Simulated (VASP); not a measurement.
Set up this calculation in VASP 6.6.1, as the native input.

* Task: single point
* Functional: PBE
* Potentials or basis: VASP PAW PBE potentials, release 64 (S, Zn)
* Cutoff: 520 eV
* k mesh: 6 × 6 × 6
* Occupations: gaussian, width 0.05 eV
* Spin: no spin polarisation
* Dipole correction: no
* Further INCAR settings: ALGO = Normal; EDIFF = 1e-07; NBANDS = 16

The structure of ZnS lies in POSCAR:

```
ZnS
1.0
    0.0000000000      2.5838422900      2.5838422900
    2.5838422900      0.0000000000      2.5838422900
    2.5838422900      2.5838422900      0.0000000000
S Zn
1 1
Direct
    0.0000000000      0.0000000000      0.0000000000
    0.5000000000      0.5000000000      0.5000000000
```

One way to write it, as run:

INCAR

```
PREC = Accurate ; ENCUT = 520
EDIFF = 1E-7 ; ISMEAR = 0
SIGMA = 0.05 ; LREAL = F
LASPH = T ; NELM = 60
ALGO = Normal ; ISIF = 2
LWAVE = F ; LCHARG = F
GGA = PE ; NBANDS = 16
```

KPOINTS

```
Automatic mesh
0
Gamma
  6 6 6
```

Potentials or basis: VASP PAW PBE potentials, release 64 (S, Zn).

Command:

```sh
$ cat potpaw_PBE.64/S/POTCAR potpaw_PBE.64/Zn/POTCAR > POTCAR
$ mpirun -np 1 vasp_std > vasp.out
```

Results of the run:

The pressure is -2.8 GPa and the band gap on the k mesh is zero (bands 9 and 10 overlap by 0.28 eV).

Caveat: semilocal functionals underestimate gaps, so a narrow gap can read as zero.

Wall time 7.8 s on 1 thread of AMD EPYC 7R13 Processor (Zen 3), with other jobs on the host, peak memory 0.12 GiB.
